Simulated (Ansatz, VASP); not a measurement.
# One calculation of Ge3Os, two programs

```xyz
4
Lattice="-2.6104 2.6104 2.6104 2.6104 -2.6104 2.6104 2.6104 2.6104 -2.6104" Properties=species:S:1:pos:R:3 pbc="T T T"
Ge    2.6104    0.0000    0.0000
Ge    0.0000    2.6104    0.0000
Ge    0.0000    0.0000    2.6104
Os    0.0000    0.0000    0.0000
```

Alike in both runs: task single point; functional PBE; k mesh 6 × 6 × 6; occupations gaussian, width 0.1 eV; collinear spin.

|  | VASP | Ansatz |
| --- | --- | --- |
| version | VASP 6.6.1 | Ansatz 0.2.0 |
| potentials or method | VASP PAW PBE potentials, release 64 (Ge_d, Os), cutoff 520 eV | scalar-relativistic, plane waves, PAW |
| valence electrons in the cell | 50 | 58 |

|  | VASP | Ansatz | Ansatz less VASP |
| --- | --- | --- | --- |
| gap on the k mesh at the Fermi level (eV) | none | none | - |
| pressure (GPa) | -0.2 | -0.2 | +0.07 |
| net moment per atom (μB) | 0.00 | 0.00 | 0.000 |

A gap of «none» marks a metal or a gap that the smearing closes. VASP's potentials hold 50 valence electrons a cell and Ansatz's 58, so a difference there can come from the potentials and not from the codes. Ansatz's warnings: seeded moment not kept.

Neither program's run includes spin-orbit coupling.
